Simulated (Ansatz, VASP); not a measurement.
HfN in VASP and in Ansatz

The input INCAR:

```
SYSTEM = HfN
  ALGO = Normal
  EDIFF = 1E-6
  ENCUT = 520
  GGA = PS
  ISIF = 2
  ISMEAR = 0
  LASPH = .TRUE.
  LCHARG = .FALSE.
  LREAL = .FALSE.
  LWAVE = .FALSE.
  NBANDS = 14
  NELM = 60
  PREC = Accurate
  SIGMA = 0.1
```

File KPOINTS:

```
k-points
0
G
  16 16 16
  0 0 0
```

POSCAR

```
HfN
1.0
    0.0000000000      2.2950168450      2.2950168450
    2.2950168450      0.0000000000      2.2950168450
    2.2950168450      2.2950168450      0.0000000000
Hf N
1 1
Direct
    0.0000000000      0.0000000000      0.0000000000
    0.5000000000      0.5000000000      0.5000000000
```

Input for Ansatz:

```yaml
crystal:
  lattice:
    - [0.0, 2.295016845, 2.295016845]
    - [2.295016845, 0.0, 2.295016845]
    - [2.295016845, 2.295016845, 0.0]
  atoms:
    - { symbol: Hf, position: [0.0, 0.0, 0.0] }
    - { symbol: "N", position: [0.5, 0.5, 0.5] }
basis:
  ecutwfc: 420
kpoints:
  mp_grid: { grid: [16, 16, 16] }
hamiltonian:
  xc: pbesol
scf:
  occupations: { method: gaussian, width: 0.1 }
output:
  forces: true
  stress: true
  eigenvalues: true
```

Alike in both runs: task single point; functional PBEsol; k mesh 16 × 16 × 16; occupations gaussian, width 0.1 eV; no spin polarisation.

```csv
,VASP,Ansatz
version,VASP 6.6.1,Ansatz 0.2.0
potentials or method,"VASP PAW PBE potentials, release 64 (Hf_pv, N), cutoff 520 eV","scalar-relativistic, plane waves, PAW"
valence electrons in the cell,15,31
```

```csv
,VASP,Ansatz,Ansatz less VASP
gap on the k mesh at the Fermi level (eV),none,none,-
pressure (GPa),-16.7,-14.7,+2.06
```

VASP's potentials were made for PBE, not for PBEsol. A gap of «none» marks a metal or a gap that the smearing closes. VASP's potentials hold 15 valence electrons a cell and Ansatz's 31, so a difference there can come from the potentials and not from the codes.

Spin-orbit coupling is off throughout.
